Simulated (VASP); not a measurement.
Here is a VASP 6.6.1 calculation.

The input INCAR:

```
SYSTEM = WSe2
ALGO = Normal
EDIFF = 1E-6
ENCUT = 520
GGA = PE
ISIF = 2
ISMEAR = 0
LASPH = .True.
LCHARG = .True.
LELF = .True.
LREAL = .False.
LVHAR = .True.
LWAVE = .False.
NBANDS = 64
NELM = 100
PREC = Accurate
SIGMA = 0.1
```

The input KPOINTS:

```
k-points
0
Gamma
  6 6 1
  0 0 0
```

POSCAR

```
WSe2
1.0
    3.3178488582      0.0000000000      0.0000000000
   -1.6589244291      2.8733413971      0.0000000000
    0.0000000000      0.0000000000     36.4183073100
W Se
4 8
Direct
    0.6666666700      0.3333333300      0.9061104700
    0.6666666700      0.3333333300      0.2804680000
    0.3333333300      0.6666666700      0.7195320000
    0.3333333300      0.6666666700      0.0938895300
    0.3333333300      0.6666666700      0.9517867400
    0.3333333300      0.6666666700      0.3261068200
    0.6666666700      0.3333333300      0.7652045500
    0.6666666700      0.3333333300      0.1395502000
    0.3333333300      0.6666666700      0.8604498000
    0.3333333300      0.6666666700      0.2347954500
    0.6666666700      0.3333333300      0.6738931800
    0.6666666700      0.3333333300      0.0482132600
```

Potentials or basis: VASP PAW PBE potentials, release 64 (W_sv, Se).

Launch:

```console
$ cat potpaw_PBE.64/W_sv/POTCAR potpaw_PBE.64/Se/POTCAR > POTCAR
$ mpirun -np 1 vasp_std > vasp.out
```

**Question.** What does it give for the band gap on the k mesh?

**Answer.** 1.30 eV, indirect (least direct gap 1.47 eV).

**Question.** What does it give for the largest force?

**Answer.** 0.344 eV/Å.

Forces on the atoms (eV/Å):
```
W    0.000  0.000  0.010
W    0.000  0.000  0.004
W    0.000  0.000 -0.004
W    0.000  0.000 -0.010
Se   0.000  0.000  0.295
Se   0.000  0.000  0.344
Se   0.000  0.000  0.294
Se   0.000  0.000  0.298
Se   0.000  0.000 -0.298
Se   0.000  0.000 -0.294
Se   0.000  0.000 -0.344
Se   0.000  0.000 -0.295
```

Caveat: spin-orbit coupling is left out, which moves the levels of the heavy elements.
